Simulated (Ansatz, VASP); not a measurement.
**Two plane-wave programs on Co**

Contents of INCAR:

```
SYSTEM = Co
ALGO = Normal
EDIFF = 1E-6
ENCUT = 520
GGA = PE
ISIF = 2
ISMEAR = -1
LASPH = .True.
LCHARG = .False.
LREAL = .False.
LWAVE = .False.
NBANDS = 16
NELM = 60
PREC = Accurate
SIGMA = 0.1
```

The input KPOINTS:

```
k-points
0
Gamma
  2 2 2
  0 0 0
```

File POSCAR:

```
Co
1.0
    2.4583936733      0.0000000000      0.0000000000
   -1.2291968366      2.1290313736      0.0000000000
    0.0000000000      0.0000000000      3.9606917934
Co
2
Direct
    0.3333333333      0.6666666667      0.2500000000
    0.6666666667      0.3333333333      0.7500000000
```

Input for Ansatz:

```yaml
crystal:
  lattice:
    - [2.4583936733, 0.0, 0.0]
    - [-1.2291968366, 2.1290313736, 0.0]
    - [0.0, 0.0, 3.9606917934]
  atoms:
    - { symbol: Co, position: [0.3333333333, 0.6666666667, 0.25] }
    - { symbol: Co, position: [0.6666666667, 0.3333333333, 0.75] }
hamiltonian:
  xc: pbe
  pseudopotentials:
    kind: paw
    azcp:
      Co: "pseudopotentials/Co.paw.azcp"
basis:
  ecutwfc: 420
  fft_grid_basis: typed
kpoints:
  mp_grid: { grid: [2, 2, 2], shift: [0, 0, 0] }
magnetization:
  spin_polarized: false
scf:
  occupations: { method: fermi_dirac, width: 0.1 }
  lower_state_search: "off"
output:
  stress: true
```

Alike in both runs: task single point; functional PBE; k mesh 2 × 2 × 2; occupations fermi-dirac, width 0.1 eV; no spin polarisation.

|  | VASP | Ansatz |
| --- | --- | --- |
| version | VASP 6.6.1 | Ansatz 0.2.0 |
| potentials or method | VASP PAW PBE potentials, release 64 (Co), cutoff 520 eV | plane waves (420 eV) with PAW, scalar-relativistic |
| valence electrons in the cell | 18 | 34 |

```csv
,VASP,Ansatz,Ansatz less VASP
pressure (GPa),14.1,14.4,+0.30
"traceless stress, the component that is largest in VASP (GPa)",-2.26,-0.96,+1.294
```

VASP's potentials hold 18 valence electrons a cell and Ansatz's 34, so a difference there can come from the potentials and not from the codes.

The k mesh is coarse, so the values compare programs but aren't converged.
